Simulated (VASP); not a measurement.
Write the native input for VASP 6.6.1 that does the following.

* Task: single point
* Functional: PBEsol
* Potentials or basis: VASP PAW PBE potentials, release 64 (Ta_pv, N)
* Cutoff: 520 eV
* k mesh: 12 × 12 × 16
* Occupations: gaussian, width 0.15 eV
* Spin: no spin polarisation
* Dipole correction: no
* Further INCAR settings: ALGO = Normal; EDIFF = 1e-06; NBANDS = 33

The structure of TaN lies in POSCAR:

```
TaN
1.0
    5.2050894145      0.0000000000      0.0000000000
   -2.6025447072      4.5077396619      0.0000000000
    0.0000000000      0.0000000000      2.9035873904
Ta N
3 3
Direct
    0.0000000000      0.0000000000      0.0000000000
    0.3333333333      0.6666666667      0.6549806978
    0.6666666667      0.3333333333      0.5000000000
    0.5000000000      0.0000000000      0.0000000000
    0.5000000000      0.5000000000      0.0000000000
    0.0000000000      0.5000000000      0.0000000000
```

This cell differs from its parent crystal: atom 2 (Ta) moved -0.450 Å towards its neighbour atom 2 (Ta) at 2.904 Å.

One way to write it, as run:

INCAR

```
SYSTEM = TaN
PREC = Accurate
ENCUT = 520
EDIFF = 1E-6
ISMEAR = 0
SIGMA = 0.15
LREAL = .False.
LASPH = .True.
NELM = 100
ALGO = Normal
ISIF = 2
LWAVE = .False.
LCHARG = .False.
GGA = PS
NBANDS = 33
```

KPOINTS

```
Automatic mesh
0
Gamma
  12 12 16
  0 0 0
```

Potentials or basis: VASP PAW PBE potentials, release 64 (Ta_pv, N).

The run is started by

```sh
$ cat potpaw_PBE.64/Ta_pv/POTCAR potpaw_PBE.64/N/POTCAR > POTCAR
$ mpirun -np 1 vasp_std > vasp.out
```

Results of the run:

| Quantity | Value |
| --- | --- |
| Pressure | 24.0 GPa |
| Largest force | 11.269 eV/Å |
| Band gap on the k mesh | zero (bands 24 and 25 overlap by 1.76 eV) |

Caveat: the cell differs from its parent crystal (atom 2 (Ta) moved -0.450 Å towards its neighbour atom 2 (Ta) at 2.904 Å); the cell stands under pressure; the PAW data sets were made with another functional, which shifts forces and pressure a little; spin-orbit coupling is left out, which moves the levels of the heavy elements.

Wall time 3.1 min on 1 thread of Intel(R) Xeon(R) 6975P-C (Granite Rapids), with other jobs on the host, peak memory 0.52 GiB.
